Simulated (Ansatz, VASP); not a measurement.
**BeS: VASP beside Ansatz**

```
Be S
1.0
     0.00000    2.39752    2.51576
     2.51576    0.00000    2.51576
     2.51576    2.39752    0.00000
Be S
1 1
Direct
  0.00000 0.00000 0.00000
  0.75000 0.75000 0.75000
```

Alike in both runs: task single point; functional PBEsol; k mesh 10 × 10 × 10; occupations gaussian, width 0.05 eV; no spin polarisation.

|  | VASP | Ansatz |
| --- | --- | --- |
| version | VASP 6.6.1 | Ansatz 0.2.0 |
| potentials or method | VASP PAW PBE potentials, release 64 (Be, S), cutoff 520 eV | scalar-relativistic, plane waves, PAW |
| valence electrons in the cell | 8 | 8 |

VASP gave:

| Quantity | Value |
| --- | --- |
| gap on the k mesh at the Fermi level (eV) | 2.70 |
| least direct gap on the mesh (eV) | 5.04 |
| pressure (GPa) | -5.8 |
| traceless stress, the component that is largest in VASP (GPa) | 2.68 |

Which values does Ansatz return?

gap on the k mesh at the Fermi level (eV): 2.69; least direct gap on the mesh (eV): 5.04; pressure (GPa): -6.0; traceless stress, the component that is largest in VASP (GPa): 2.69.

VASP's potentials were made for PBE, not for PBEsol. With one functional, cell and mesh, what is left measures potentials, basis and numerics.
